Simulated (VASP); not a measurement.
## Os: single point with PBE

The system is Os.

```
Os
1.0
     0.00000    1.92535    1.92535
     1.92535    0.00000    1.92535
     1.92535    1.92535    0.00000
Os
1
Direct
  0.00000 0.00000 0.00000
```

This isn't the form of Os at room conditions, which is hcp.

- Program: VASP 6.6.1
- Task: single point
- Functional: PBE
- Potentials or basis: VASP PAW PBE potentials, release 64 (Os)
- Cutoff: 520 eV
- k mesh: 14 × 14 × 14
- Occupations: fermi-dirac, width 0.03 eV
- Spin: no spin polarisation
- Dipole correction: no
- Further INCAR settings: ALGO = Normal; EDIFF = 1e-06; NBANDS = 10

```yaml
Pressure: 1.8 GPa
Band_gap_on_the_k_mesh: zero (bands 4 and 5 overlap by 3.64 eV)
```

Levels at points of the mesh, in eV from the Fermi level:
```tsv
k point	band 2	band 3	band 4	band 5	band 6	band 7
(0.00, 0.00, 0.00)	-2.87	-2.87	-2.87	0.09	0.09	14.31
(0.50, 0.00, 0.00)	-3.03	-3.03	-0.17	2.43	2.43	8.81
(0.50, 0.50, 0.00)	-6.65	2.36	2.39	3.10	3.10	12.03
```

Run time: 16 s on 1 thread of AMD EPYC 7R13, on a shared host, peak memory 0.11 GiB.

Caveat: spin-orbit coupling is left out, which moves the levels of the heavy elements.
